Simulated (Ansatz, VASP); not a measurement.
**Rh: VASP beside Ansatz**

```
Rh
1.0
     0.00000    1.93884    1.93884
     1.93884    0.00000    1.93884
     1.93884    1.93884    0.00000
Rh
1
Direct
  0.00000 0.00000 0.00000
```

Change from the starting cell: volume scaled by 1.06, PAW files.

Alike in both runs: task electric field gradients; functional PBEsol; k mesh 16 × 16 × 16; occupations fermi-dirac, width 0.08 eV; no spin polarisation.

|  | VASP | Ansatz |
| --- | --- | --- |
| version | VASP 6.6.1 | Ansatz 0.2.0 |
| potentials or method | VASP PAW PBE potentials, release 64 (Rh_pv) | PAW with Ansatz's default frozen-core files, scalar-relativistic |
| plane-wave cutoff (eV) | 520 | 420 |
| valence electrons in the cell | 15 | 17 |

|  | VASP | Ansatz | Ansatz less VASP |
| --- | --- | --- | --- |
| pressure (GPa) | -18.3 | -18.3 | +0.05 |

VASP's potentials were made for PBE, not for PBEsol. VASP's potentials hold 15 valence electrons a cell and Ansatz's 17, so a difference there can come from the potentials and not from the codes.
